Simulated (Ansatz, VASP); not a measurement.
# One calculation of Mo, two programs

```xyz
1
Lattice="-1.5558 1.5558 1.5558 1.5558 -1.5558 1.5558 1.5558 1.5558 -1.5558" Properties=species:S:1:pos:R:3 pbc="T T T"
Mo    0.0000    0.0000    0.0000
```

Alike in both runs: functional LDA; k mesh 24 × 24 × 24; no spin polarisation.

Ansatz relaxed the structure, and its values are those at the end. VASP's run is a single point on that final structure, the one shown.

|  | VASP | Ansatz |
| --- | --- | --- |
| version | VASP 6.6.1 | Ansatz 0.2.0 |
| potentials or method | VASP PAW LDA potentials, release 64 (Mo_sv) | plane-wave PAW, scalar-relativistic |
| plane-wave cutoff (eV) | 520 | 420 |
| occupations | methfessel-paxton of order 1, width 0.1 eV | cold, width 0.1 eV |
| valence electrons in the cell | 14 | 14 |

VASP gave:

- pressure (GPa): 1.1

Q: What did Ansatz give for the same quantities?

A: Pressure (GPa): 0.0.

Ansatz warns that its potentials were made for another functional, while VASP's fit it. LDA's correlation is that of Perdew and Zunger in VASP and of Perdew and Wang (1992) in Ansatz.
